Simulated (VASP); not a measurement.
# NiO (Fm-3m) in VASP: notebook, part 2 of 2

VASP 6.6.1. The steps go on from the part before.

## (3) Single point, PBE+U, collinear spin, ferromagnetic start

Contents of INCAR:

```
SYSTEM = NiO
PREC = Accurate
ENCUT = 520
EDIFF = 1E-7
ISMEAR = -1
SIGMA = 0.05
LREAL = .FALSE.
LASPH = .TRUE.
NELM = 150
ALGO = Normal
ISIF = 2
LWAVE = .FALSE.
LCHARG = .FALSE.
ISPIN = 2
MAGMOM = 1 0
LORBIT = 11
LMAXMIX = 4
LDAU = .TRUE.
LDAUTYPE = 2
LDAUL = 2 -1
LDAUU = 6 0
LDAUJ = 0 0
LDAUPRINT = 1
GGA = PE
NBANDS = 19
```

Contents of KPOINTS:

```
Automatic mesh
0
G
  11 11 11
  0 0 0
```

Contents of POSCAR:

```
NiO
1.0
    0.0000000000      2.0913095100      2.0913095100
    2.0913095100      0.0000000000      2.0913095100
    2.0913095100      2.0913095100      0.0000000000
Ni O
1 1
Direct
    0.0000000000      0.0000000000      0.0000000000
    0.5000000000      0.5000000000      0.5000000000
```

Potentials or basis: VASP PAW PBE potentials, release 64 (Ni, O).

On the command line:

```
> cat potpaw_PBE.64/Ni/POTCAR potpaw_PBE.64/O/POTCAR > POTCAR
> mpirun -np 1 vasp_std > vasp.out
```

OUTCAR:

```text
SYSTEM = NiO
   PREC = Accurate
   ENCUT = 520
   EDIFF = 1E-7
   ISMEAR = -1
   LREAL = .FALSE.
   LASPH = .TRUE.
   NELM = 150
   ISIF = 2
   ISPIN = 2
   LORBIT = 11
   GGA = PE

 ion  position               nearest neighbor table
   1  0.000  0.000  0.000-   2 2.09   2 2.09   2 2.09   2 2.09   2 2.09   2 2.09
   2  0.500  0.500  0.500-   1 2.09   1 2.09   1 2.09   1 2.09   1 2.09   1 2.09

  LATTYP: Found a face centered cubic cell.
 ALAT       =     4.1826190200

  Lattice vectors:

 A1 = (   0.0000000000,   2.0913095100,   2.0913095100)
 A2 = (   2.0913095100,   0.0000000000,   2.0913095100)
 A3 = (   2.0913095100,   2.0913095100,   0.0000000000)

Analysis of symmetry for initial positions (statically):
=====================================================================
 Subroutine PRICEL returns:
 Original cell was already a primitive cell.

 Routine SETGRP: Setting up the symmetry group for a
 face centered cubic supercell.

 Subroutine GETGRP returns: Found 48 space group operations
 (whereof 48 operations were pure point group operations)
 out of a pool of 48 trial point group operations.

The static configuration has the point symmetry O_h .

Analysis of symmetry for dynamics (positions and initial velocities):
=====================================================================
 Subroutine PRICEL returns:
 Original cell was already a primitive cell.

 Routine SETGRP: Setting up the symmetry group for a
 face centered cubic supercell.

 Subroutine GETGRP returns: Found 48 space group operations
 (whereof 48 operations were pure point group operations)
 out of a pool of 48 trial point group operations.

The dynamic configuration has the point symmetry O_h .

Analysis of structural, dynamic, and magnetic symmetry:
=====================================================================
 Subroutine PRICEL returns:
 Original cell was already a primitive cell.

 Routine SETGRP: Setting up the symmetry group for a
 face centered cubic supercell.

 Subroutine GETGRP returns: Found 48 space group operations
 (whereof 48 operations were pure point group operations)
 out of a pool of 48 trial point group operations.

The overall configuration has the point symmetry O_h .

 Subroutine INISYM returns: Found 48 space group operations
 (whereof 48 operations are pure point group operations),
 and found     1 'primitive' translations

----------------------------------------------------------------------------------------

                                     Primitive cell

  volume of cell :      18.2930

  direct lattice vectors                    reciprocal lattice vectors
     0.000000000  2.091309510  2.091309510    -0.239084649  0.239084649  0.239084649
     2.091309510  0.000000000  2.091309510     0.239084649 -0.239084649  0.239084649
     2.091309510  2.091309510  0.000000000     0.239084649  0.239084649 -0.239084649

[... 108 lines left out ...]
 LDA+U is selected, type is set to LDAUTYPE =  2
   angular momentum for each species LDAUL =     2   -1
   U (eV)           for each species LDAUU =   6.0  0.0
   J (eV)           for each species LDAUJ =   0.0  0.0
   GGA     = PE    functional components
   LHFCALC =     F    Hartree Fock is set to
   AEXX    =    0.0000 exact exchange contribution
   IVDW    =     0    specifies the selected vdW correction
   LEPSILON=     F    determine dielectric tensor
   LRPA    =     F    only Hartree local field effects (RPA)
 spin polarized calculation
  energy-cutoff  :      520.00
  volume of cell :       18.29
 maximum number of plane-waves:       531
 NGX is ok and might be reduce to    24
   NGX = 11   NGY = 11   NGZ = 11

atom =   1  type =  1  l = 2

 onsite density matrix

spin component  1

  0.9830  0.0000 -0.0000 -0.0000  0.0000
  0.0000  0.9830 -0.0000  0.0000 -0.0000
 -0.0000 -0.0000  1.0362  0.0000 -0.0000
 -0.0000  0.0000  0.0000  0.9830 -0.0000
  0.0000 -0.0000 -0.0000 -0.0000  1.0362

spin component  2

  0.9815  0.0000  0.0000 -0.0000  0.0000
  0.0000  0.9815  0.0000  0.0000  0.0000
  0.0000  0.0000  0.1408 -0.0000 -0.0000
 -0.0000  0.0000 -0.0000  0.9815 -0.0000
  0.0000  0.0000 -0.0000 -0.0000  0.1408

 occupancies and eigenvectors

  o =  0.1408  v =  0.0000  0.0000  0.0000  0.0000  0.0000  0.0000  0.0000 -0.7434  0.0000  0.6688      0.0000  0.0000  0.0000  0.0000  0.0000  0.0000  0.0000  0.0000  0.0000  0.0000
  o =  0.1408  v =  0.0000  0.0000  0.0000  0.0000  0.0000  0.0000 -0.0000 -0.6688  0.0000 -0.7434      0.0000  0.0000  0.0000  0.0000  0.0000  0.0000  0.0000  0.0000  0.0000  0.0000
  o =  0.9815  v =  0.0000  0.0000  0.0000  0.0000  0.0000  0.0000  0.0213 -0.0000  0.9998  0.0000      0.0000  0.0000  0.0000  0.0000  0.0000  0.0000  0.0000  0.0000  0.0000  0.0000
  o =  0.9815  v =  0.0000  0.0000  0.0000  0.0000  0.0000  0.0000 -0.9998  0.0000  0.0213  0.0000      0.0000  0.0000  0.0000  0.0000  0.0000  0.0000  0.0000  0.0000  0.0000  0.0000
  o =  0.9815  v =  0.0000  0.0000  0.0000  0.0000  0.0000  1.0000  0.0000  0.0000  0.0000  0.0000      0.0000  0.0000  0.0000  0.0000  0.0000  0.0000  0.0000  0.0000  0.0000  0.0000
  o =  0.9830  v =  0.0000 -0.9998  0.0000  0.0183 -0.0000  0.0000  0.0000  0.0000  0.0000  0.0000      0.0000  0.0000  0.0000  0.0000  0.0000  0.0000  0.0000  0.0000  0.0000  0.0000
  o =  0.9830  v =  1.0000  0.0000  0.0000  0.0000  0.0000  0.0000  0.0000  0.0000  0.0000  0.0000      0.0000  0.0000  0.0000  0.0000  0.0000  0.0000  0.0000  0.0000  0.0000  0.0000
  o =  0.9830  v =  0.0000 -0.0183  0.0000 -0.9998  0.0000  0.0000  0.0000  0.0000  0.0000  0.0000      0.0000  0.0000  0.0000  0.0000  0.0000  0.0000  0.0000  0.0000  0.0000  0.0000
  o =  1.0362  v =  0.0000  0.0000 -0.0067 -0.0000 -1.0000  0.0000  0.0000  0.0000  0.0000  0.0000      0.0000  0.0000  0.0000  0.0000  0.0000  0.0000  0.0000  0.0000  0.0000  0.0000
  o =  1.0362  v =  0.0000 -0.0000 -1.0000 -0.0000  0.0067  0.0000  0.0000  0.0000  0.0000  0.0000      0.0000  0.0000  0.0000  0.0000  0.0000  0.0000  0.0000  0.0000  0.0000  0.0000

 number of electron      16.0000005 magnetization       1.9999806

 Free energy of the ion-electron system (eV)
  ---------------------------------------------------
  ext. energy  EPLUGINS =         0.00000000
  ---------------------------------------------------
  free energy    TOTEN  =       -10.19085573 eV

  energy without entropy =      -10.19085573  energy(sigma->0) =      -10.19085573

 E-fermi :   7.7697     XC(G=0): -12.6214

 val. band max:        6.7566896389   @ k =   0.4545   0.0000   0.0000
 cond. band min:       9.2034169666   @ k =   0.0000   0.0000   0.0000
 fundamental gap:      2.4467273277
 Fermi energy:         7.7697239474

 spin component 1

 k-point     1 :       0.0000    0.0000    0.0000
  band No.  band energies     occupation
      1     -12.0936      1.00000
      2       0.7545      1.00000
      3       0.7546      1.00000
      4       1.8517      1.00000
      5       1.8518      1.00000
      6       1.8518      1.00000
[... 1049 lines left out ...]
     18      38.5487      0.00000
     19      39.7077      0.00000

 [... further k-points ...]
[... 5 lines left out ...]
  --------------------------------------------------------------------------------------
  -------------------------------------------------------------------------------------
  Total        0.2467037      0.2467037      0.2467037      0.0000000      0.0000000     -0.0000000
  in kB       21.6073417     21.6073417     21.6073417      0.0000000      0.0000000     -0.0000000
  external PRESSURE =      21.6073417 kB  Pullay stress =       0.0000000 kB

 VOLUME and BASIS-vectors are now :
 -----------------------------------------------------------------------------
  energy-cutoff  :      520.00
  volume of cell :       18.29
      direct lattice vectors                 reciprocal lattice vectors
     0.000000000  2.091309510  2.091309510    -0.239084649  0.239084649  0.239084649
     2.091309510  0.000000000  2.091309510     0.239084649 -0.239084649  0.239084649
     2.091309510  2.091309510  0.000000000     0.239084649  0.239084649 -0.239084649

 POSITION                                       TOTAL-FORCE (eV/Angst)
 -----------------------------------------------------------------------------------
      0.00000      0.00000      0.00000         0.000000      0.000000      0.000000
      2.09131      2.09131      2.09131         0.000000     -0.000000      0.000000
 -----------------------------------------------------------------------------------
    total drift:                                0.000000     -0.000000     -0.000000

  FREE ENERGIE OF THE ION-ELECTRON SYSTEM (eV)
  ---------------------------------------------------
  free  energy   TOTEN  =       -10.1908557335 eV

  energy  without entropy=      -10.1908557334  energy(sigma->0) =      -10.19085573

 total charge

# of ion       s       p       d       tot
------------------------------------------
    1        0.343   0.422   8.220   8.985
    2        1.547   3.481   0.000   5.029
--------------------------------------------------
tot          1.890   3.903   8.220  14.014

 magnetization (x)

# of ion       s       p       d       tot
------------------------------------------
    1        0.012   0.013   1.792   1.817
    2        0.018   0.158   0.000   0.176
--------------------------------------------------
tot          0.029   0.171   1.792   1.993
```

OSZICAR:

```text
N       E                     dE             d eps       ncg     rms          rms(c)
DAV:   1     0.902501751758E+02    0.90250E+02   -0.70573E+03  4568   0.105E+03
DAV:   2    -0.342480809318E+01   -0.93675E+02   -0.81609E+02  4385   0.238E+02
DAV:   3    -0.922968550904E+01   -0.58049E+01   -0.56080E+01  4904   0.600E+01
DAV:   4    -0.928159635453E+01   -0.51911E-01   -0.51872E-01  4611   0.563E+00
DAV:   5    -0.928218847581E+01   -0.59212E-03   -0.59209E-03  4819   0.585E-01    0.169E+01
DAV:   6    -0.968091135535E+01   -0.39872E+00   -0.11532E+01  4689   0.641E+01    0.197E+01
DAV:   7    -0.988098495426E+01   -0.20007E+00   -0.99719E-01  4527   0.216E+01    0.969E+00
DAV:   8    -0.100757253542E+02   -0.19474E+00   -0.14172E-01  5115   0.364E+00    0.565E+00
DAV:   9    -0.101845045048E+02   -0.10878E+00   -0.53772E-02  4867   0.638E+00    0.554E-01
DAV:  10    -0.101901908738E+02   -0.56864E-02   -0.23064E-02  5494   0.193E+00    0.436E-01
DAV:  11    -0.101905066190E+02   -0.31575E-03   -0.28700E-03  4989   0.826E-01    0.144E-01
DAV:  12    -0.101907945169E+02   -0.28790E-03   -0.16024E-04  4564   0.377E-01    0.538E-02
DAV:  13    -0.101908513277E+02   -0.56811E-04   -0.69870E-05  5826   0.145E-01    0.208E-02
DAV:  14    -0.101908557023E+02   -0.43746E-05   -0.23155E-05  4886   0.376E-02    0.627E-03
DAV:  15    -0.101908557335E+02   -0.31195E-07   -0.58480E-07  4940   0.118E-02
   1 F= -.10190856E+02 E0= -.10190856E+02  d E =-.560574E-10  mag=     2.0000
```

It took 15 s on 1 thread of Intel Xeon 6975P-C (Granite Rapids), shared host; peak memory 0.17 GiB.

Results:

| Item | Value |
| --- | --- |
| Free energy | -10.1909 eV |
| Pressure | 2.2 GPa |
| Band gap on the k mesh | 2.45 eV, indirect (least direct gap 3.07 eV) |
| Net moment | 2.00 μB per cell |
| Site moments | Ni +1.82; O +0.18 μB |
| Valence electrons inside the program's atomic spheres | Ni 8.98; O 5.03 |

Eigenvalues of the final occupation matrices:
| site | spin | trace | eigenvalues |
| --- | --- | --- | --- |
| site 1 d | 1 | 5.02 | 0.98 0.98 0.98 1.04 1.04 |
| site 1 d | 2 | 3.23 | 0.14 0.14 0.98 0.98 0.98 |

Caveat: a cell with one magnetic atom can't hold antiferromagnetic order, which such compounds often take. The state reached can hang on the start; a lower one may exist.
